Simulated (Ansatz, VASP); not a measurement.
Given: the input of a run of VASP 6.6.1 on GaP.

The input POSCAR:

```
GaP
1.0
    0.0000000000      2.7252500000      2.7252500000
    2.7252500000      0.0000000000      2.7252500000
    2.7252500000      2.7252500000      0.0000000000
Ga P
1 1
Direct
    0.0000000000      0.0000000000      0.0000000000
    0.7500000000      0.7500000000      0.7500000000
```

Contents of INCAR.step1:

```
SYSTEM = GaP
PREC = Accurate
ENCUT = 520
EDIFF = 1E-5
ISMEAR = -1
SIGMA = 0.05
LREAL = .False.
LASPH = .True.
NELM = 100
ALGO = Normal
ISIF = 2
LWAVE = .True.
NBANDS = 16
GGA = PE
```

INCAR.step2

```
SYSTEM = GaP
PREC = Accurate
ENCUT = 520
EDIFF = 1E-6
ISMEAR = -1
SIGMA = 0.05
LREAL = .False.
LASPH = .True.
NELM = 100
ALGO = Normal
ISIF = 2
LWAVE = .False.
LCHARG = .True.
METAGGA = R2SCAN
LHFCALC = .True.
AEXX = 0.1
LMIXTAU = .True.
PRECFOCK = Normal
LELF = .True.
LVHAR = .True.
NBANDS = 16
ISTART = 1
```

KPOINTS

```
Automatic mesh
0
Gamma
  4 4 4
  0 0 0
```

Potentials or basis: VASP PAW PBE potentials, release 64 (Ga_d, P).

Launch:

```sh
$ cat potpaw_PBE.64/Ga_d/POTCAR potpaw_PBE.64/P/POTCAR > POTCAR
$ cp INCAR.step1 INCAR
$ mpirun -np 1 vasp_std > vasp.out
$ cp INCAR.step2 INCAR
$ mpirun -np 1 vasp_std > vasp.out
```

Problem. Translate it to Ansatz 0.2.0. Potentials there: Ansatz PAW.

Solution. As run (the cutoff follows the program's own potentials):

The input input.yaml:

```yaml
crystal:
  lattice:
    - [0.0, 2.72525, 2.72525]
    - [2.72525, 0.0, 2.72525]
    - [2.72525, 2.72525, 0.0]
  atoms:
    - { symbol: Ga, position: [0.0, 0.0, 0.0] }
    - { symbol: P, position: [0.75, 0.75, 0.75] }
hamiltonian:
  xc: r2scanh
  pseudopotentials: { kind: paw }
kpoints:
  mp_grid: { grid: [4, 4, 4] }
scf:
  occupations: { method: fermi_dirac, width: 0.05 }
output:
  forces: true
  stress: true
  eigenvalues: true
```

Potentials or basis: Ansatz PAW.

Command:

```sh
$ ansatz run input.yaml --threads 2 --pin off --max-ram 5632MiB --backend cpu --events-out ev --progress --plain --runs-dir out
```

Both were run:

|  | VASP | Ansatz | Ansatz less VASP |
| --- | --- | --- | --- |
| gap on the k mesh at the Fermi level (eV) | 2.40 | 2.37 | -0.023 |
| least direct gap on the mesh (eV) | 2.94 | 2.94 | +0.001 |
| pressure (GPa) | 0.0 | 0.1 | +0.10 |

VASP's potentials were made for PBE, not for r2SCANh. With one functional, cell and mesh, what is left measures potentials, basis and numerics.

The k mesh is coarse, so the values compare programs but aren't converged.
